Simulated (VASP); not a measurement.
Input of a VASP 6.6.1 run:

File INCAR:

```
SYSTEM = K
  PREC = Accurate
  ENCUT = 500
  EDIFF = 1E-6
  ISMEAR = 1
  SIGMA = 0.05
  LREAL = .FALSE.
  LASPH = .TRUE.
  NELM = 120
  ALGO = Normal
  ISIF = 2
  LWAVE = .FALSE.
  LCHARG = .TRUE.
  GGA = PS
  LELF = .TRUE.
  LVHAR = .TRUE.
  NBANDS = 10
  GGA_COMPAT = .FALSE.
```

File KPOINTS:

```
regular mesh
0
G
  11 11 11
  0 0 0
```

POSCAR

```
K
1.0
    0.0000000000      3.2900000000      3.2900000000
    3.2900000000      0.0000000000      3.2900000000
    3.2900000000      3.2900000000      0.0000000000
K
1
Direct
    0.0000000000      0.0000000000      0.0000000000
```

Potentials or basis: VASP PAW PBE potentials, release 64 (K_sv).

Run with:

```console
$ cat potpaw_PBE.64/K_sv/POTCAR > POTCAR
$ mpirun -np 1 vasp_std > vasp.out
```

What does it give for the pressure?

0.0 GPa.

What does it give for the band gap on the k mesh?

Zero (an odd number of electrons rules out a gap without spin polarisation).

Caveat: the PAW data sets were made with another functional, which shifts forces and pressure a little.
